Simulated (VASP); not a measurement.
Write the native input for VASP 6.6.1 that does the following.

* Task: single point
* Functional: PBE
* Potentials or basis: VASP PAW PBE potentials, release 64 (S, In_d)
* Cutoff: 500 eV
* k mesh: 4 × 4 × 4
* Occupations: gaussian, width 0.05 eV
* Spin: no spin polarisation
* Dipole correction: no
* Further INCAR settings: ALGO = Normal; EDIFF = 1e-06; NBANDS = 23

The structure of In2S lies in POSCAR:

```
In2S
1.0
    0.0000000000      3.4171798473      3.4171798473
    3.4171798473      0.0000000000      3.4171798473
    3.4171798473      3.4171798473      0.0000000000
S In
1 2
Direct
    0.0000000000      0.0000000000      0.0000000000
    0.2500000000      0.2500000000      0.2500000000
    0.7500000000      0.7500000000      0.7500000000
```

The input as run:

INCAR

```
PREC = Accurate ; ENCUT = 500
EDIFF = 1E-6 ; ISMEAR = 0
SIGMA = 0.05 ; LREAL = F
LASPH = T ; NELM = 120
ALGO = Normal ; ISIF = 2
LWAVE = F ; LCHARG = F
GGA = PE ; NBANDS = 23
GGA_COMPAT = F
```

KPOINTS

```
regular mesh
0
Gamma
  4 4 4
```

Potentials or basis: VASP PAW PBE potentials, release 64 (S, In_d).

Launch:

```console
$ cat potpaw_PBE.64/S/POTCAR potpaw_PBE.64/In_d/POTCAR > POTCAR
$ mpirun -np 1 vasp_std > vasp.out
```

It gave:

```
Pressure               : 5.8 GPa
Band gap on the k mesh : zero (bands 16 and 17 overlap by 0.24 eV)
```

Caveat: the k points lie up to 0.40 Å⁻¹ apart; spin-orbit coupling is left out, which moves the levels of the heavy elements.

Wall time 15 s on 1 thread of AMD EPYC 7R13 Processor (Zen 3) (shared host), peak memory 0.17 GiB.
